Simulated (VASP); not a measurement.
# Al2Cu (Imm2) in VASP: a series of runs, part 2 of 2

VASP 6.6.1.

## (3) Single point, PBEsol (atoms displaced along a vibrational mode)

File INCAR:

```
SYSTEM = Al2Cu
  ALGO = Fast
  EDIFF = 1E-6
  ENCUT = 520
  GGA = PS
  ISIF = 2
  ISMEAR = 0
  LASPH = .TRUE.
  LCHARG = .FALSE.
  LREAL = .FALSE.
  LWAVE = .FALSE.
  NBANDS = 16
  NELM = 80
  PREC = Accurate
  SIGMA = 0.15
```

File KPOINTS:

```
k-points
0
G
  14 14 14
  0 0 0
```

File POSCAR:

```
Al2Cu
1.0
   -2.0246107077      2.0246107077      2.8631594530
    2.0246107077     -2.0246107077      2.8631594530
    2.0246107077      2.0246107077     -2.8631594530
Al Cu
2 1
Direct
    0.7500000000      0.2122803870      0.4622803870
    0.2500000000      0.7122803870      0.4622803870
    0.5000000000      0.5320313848      0.0320313848
```

Potentials or basis: VASP PAW PBE potentials, release 64 (Al, Cu).

Launch:

```bash
> cat potpaw_PBE.64/Al/POTCAR potpaw_PBE.64/Cu/POTCAR > POTCAR
> mpirun -np 1 vasp_std > vasp.out
```

OUTCAR:

```text
SYSTEM = Al2Cu
   EDIFF = 1E-6
   ENCUT = 520
   GGA = PS
   ISIF = 2
   ISMEAR = 0
   LASPH = .TRUE.
   LREAL = .FALSE.
   NELM = 80
   PREC = Accurate

 ion  position               nearest neighbor table
   1  0.750  0.212  0.462-   3 2.25   3 2.50   3 2.50   3 2.72   2 2.86   2 2.86   2 2.86   2 2.86
                             2 2.86   2 2.86
   2  0.250  0.712  0.462-   3 2.25   3 2.50   3 2.50   3 2.72   1 2.86   1 2.86   1 2.86   1 2.86
                             1 2.86   1 2.86
   3  0.500  0.532  0.032-   2 2.25   1 2.25   1 2.50   2 2.50   2 2.50   1 2.50   2 2.72   1 2.72

  LATTYP: Found a body centered tetragonal cell.
 ALAT       =     4.0492214154
 C/A-ratio  =     1.4141777686

  Lattice vectors:

 A1 = (  -2.0246107077,   2.0246107077,   2.8631594530)
 A2 = (   2.0246107077,  -2.0246107077,   2.8631594530)
 A3 = (   2.0246107077,   2.0246107077,  -2.8631594530)

Analysis of symmetry for initial positions (statically):
=====================================================================
 Subroutine PRICEL returns:
 Original cell was already a primitive cell.

 Routine SETGRP: Setting up the symmetry group for a
 body centered tetragonal supercell.

 Subroutine GETGRP returns: Found  4 space group operations
 (whereof  4 operations were pure point group operations)
 out of a pool of 16 trial point group operations.

The static configuration has the point symmetry C_2v.

Analysis of symmetry for dynamics (positions and initial velocities):
=====================================================================
 Subroutine PRICEL returns:
 Original cell was already a primitive cell.

 Routine SETGRP: Setting up the symmetry group for a
 body centered tetragonal supercell.

[... 122 lines left out ...]
   EFERMI_NEDOS =   21; number of points for ismear=-14 and -15
   IALGO  =     68    algorithm
   IMIX   =      4    mixing-type and parameters
     AMIX     =   0.40;   BMIX     =  1.00
     AMIX_MAG =   1.60;   BMIX_MAG =  1.00
  volume/ion in A,a.u.               =      15.65       105.60
  Fermi-wavevector in a.u.,A,eV,Ry     =   1.166886  2.205094 18.525992  1.361622
  Thomas-Fermi vector in A             =   2.303393
   LORBIT       =      0    0 simple, 1 ext, 2 COOP (PROOUT), +10 PAW based schemes
   GGA     = PS    functional components
   LHFCALC =     F    Hartree Fock is set to
   AEXX    =    0.0000 exact exchange contribution
   IVDW    =     0    specifies the selected vdW correction
   LEPSILON=     F    determine dielectric tensor
   LRPA    =     F    only Hartree local field effects (RPA)
 non-spin polarized calculation
 RMM-DIIS sequential band-by-band and
 Gauss-broadening in eV      SIGMA  =   0.15
  energy-cutoff  :      520.00
  volume of cell :       46.94
 maximum number of plane-waves:      1295
   NGX = 15   NGY = 15   NGZ = 15

 number of electron      17.0000003 magnetization

 Free energy of the ion-electron system (eV)
  ---------------------------------------------------
  ext. energy  EPLUGINS =         0.00000000
  ---------------------------------------------------
  free energy    TOTEN  =       -12.70007391 eV

  energy without entropy =      -12.68994030  energy(sigma->0) =      -12.69500710

 E-fermi :   7.1134     XC(G=0): -10.6259

 val. band max:        7.1012671234   @ k =  -0.0714  -0.4286  -0.0714
 cond. band min:       7.1171961853   @ k =   0.4286   0.0714   0.0000
 fundamental gap:      0.0159290619
 Fermi energy:         7.1133502803

 k-point     1 :       0.0000    0.0000    0.0000
  band No.  band energies     occupation
      1      -3.2039      2.00000
      2       2.3450      2.00000
      3       2.4163      2.00000
      4       2.4269      2.00000
      5       2.9251      2.00000
      6       2.9598      2.00000
[... 433 lines left out ...]
      3       2.5270      2.00000
      4       2.5649      2.00000
      5       2.9148      2.00000
      6       3.0047      2.00000
[... 8 lines left out ...]
     15      15.4396      0.00000
     16      17.6067      0.00000

 [... further k-points ...]

------------------------ aborting loop because EDIFF is reached ----------------------------------------

  FORCE on cell =-STRESS in cart. coord.  units (eV):
  Direction    XX          YY          ZZ          XY          YZ          ZX
  --------------------------------------------------------------------------------------
  -------------------------------------------------------------------------------------
  Total        1.6638995     -0.1312501      1.3129956      0.0000000      0.0000000      0.0000000
  in kB       56.7870211     -4.4794183     44.8110649      0.0000000      0.0000000      0.0000000
  external PRESSURE =      32.3728892 kB  Pullay stress =       0.0000000 kB

 VOLUME and BASIS-vectors are now :
 -----------------------------------------------------------------------------
  energy-cutoff  :      520.00
  volume of cell :       46.94
      direct lattice vectors                 reciprocal lattice vectors
    -2.024610708  2.024610708  2.863159453     0.000000000  0.246961057  0.174632258
     2.024610708 -2.024610708  2.863159453     0.246961057  0.000000000  0.174632258
     2.024610708  2.024610708 -2.863159453     0.246961057  0.246961057  0.000000000

 POSITION                                       TOTAL-FORCE (eV/Angst)
 -----------------------------------------------------------------------------------
     -0.15274      2.02461      1.43158         1.181811      0.000000      0.519562
      1.87188      0.00000      1.43158         1.181811      0.000000     -0.519562
      0.12970     -0.00000      2.86316        -2.363622      0.000000      0.000000
 -----------------------------------------------------------------------------------
    total drift:                                0.000492      0.000003      0.000003

  FREE ENERGIE OF THE ION-ELECTRON SYSTEM (eV)
  ---------------------------------------------------
  free  energy   TOTEN  =       -12.7000739090 eV

  energy  without entropy=      -12.6899403002  energy(sigma->0) =      -12.69500710
```

Run time: 3.1 min. Hardware: 1 thread of Intel Xeon 6975P-C (Granite Rapids), shared host; peak memory 0.41 GiB.

Results:

```
Free energy            : -12.7001 eV
Pressure               : 3.2 GPa
Largest force          : 2.364 eV/Å
Band gap on the k mesh : zero (an odd number of electrons rules out a gap without spin polarisation)
```

Forces on the atoms (eV/Å):
```
Al   1.182  0.000  0.520
Al   1.182  0.000 -0.520
Cu  -2.364  0.000  0.000
```

Caveat: the cell differs from its parent crystal (atoms displaced along a vibrational mode); the cell stands under pressure; the PAW data sets were made with another functional, which shifts forces and pressure a little.
